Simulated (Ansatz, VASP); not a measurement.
Given: the input of a run of Ansatz 0.2.0 on BiTe.

Contents of input.yaml:

```yaml
crystal:
  lattice:
    - [2.4702239101, 1.4261844395, 3.3823534125]
    - [-2.4702239101, 1.4261844395, 3.3823534125]
    - [0.0, -2.852368879, 3.3823534125]
  atoms:
    - { symbol: Bi, position: [0.5, 0.5, 0.5] }
    - { symbol: Te, position: [0.0, 0.0, 0.0] }
kpoints:
  mp_grid: { grid: [7, 7, 7] }
scf:
  occupations: { method: fermi_dirac, width: 0.05 }
hamiltonian:
  xc: lda
  pseudopotentials: { kind: all_electron, lapw: { basis_error: 0.001 } }
output:
  forces: true
  stress: true
  eigenvalues: true
```

Potentials or basis: all-electron LAPW, scalar-relativistic.

Launch:

```sh
$ ansatz run input.yaml --threads 1 --pin off --max-ram 3072MiB --backend cpu --events-out ev --progress --plain --runs-dir out
```

Set up the same calculation for VASP 6.6.1. Potentials there: VASP PAW LDA potentials, release 64 (Bi_d, Te).

As run (the cutoff follows the program's own potentials):

Contents of INCAR:

```
SYSTEM = BiTe
PREC = Accurate ; ENCUT = 520
EDIFF = 1E-6 ; ISMEAR = -1
SIGMA = 0.05 ; LREAL = .False.
LASPH = .True. ; NELM = 80
ALGO = Normal ; ISIF = 2
LWAVE = .False. ; LCHARG = .False.
NBANDS = 18
```

KPOINTS

```
Automatic mesh
0
Gamma
  7 7 7
  0 0 0
```

The input POSCAR:

```
BiTe
1.0
    2.4702239101      1.4261844395      3.3823534125
   -2.4702239101      1.4261844395      3.3823534125
    0.0000000000     -2.8523688790      3.3823534125
Bi Te
1 1
Direct
    0.5000000000      0.5000000000      0.5000000000
    0.0000000000      0.0000000000      0.0000000000
```

Potentials or basis: VASP PAW LDA potentials, release 64 (Bi_d, Te).

Launch:

```sh
$ cat potpaw_LDA.64/Bi_d/POTCAR potpaw_LDA.64/Te/POTCAR > POTCAR
$ mpirun -np 1 vasp_std > vasp.out
```

Both were run:

|  | VASP | Ansatz | Ansatz less VASP |
| --- | --- | --- | --- |
| gap on the k mesh at the Fermi level (eV) | none | none | - |
| pressure (GPa) | -5.5 | -5.5 | 0.00 |
| traceless stress, the component that is largest in VASP (GPa) | 0.80 | 0.82 | +0.021 |

LDA's correlation is that of Perdew and Zunger in VASP and of Perdew and Wang (1992) in Ansatz. A gap of «none» marks a metal or a gap that the smearing closes. Ansatz ran all-electron here, and VASP with PAW potentials.

Spin-orbit coupling is off throughout.
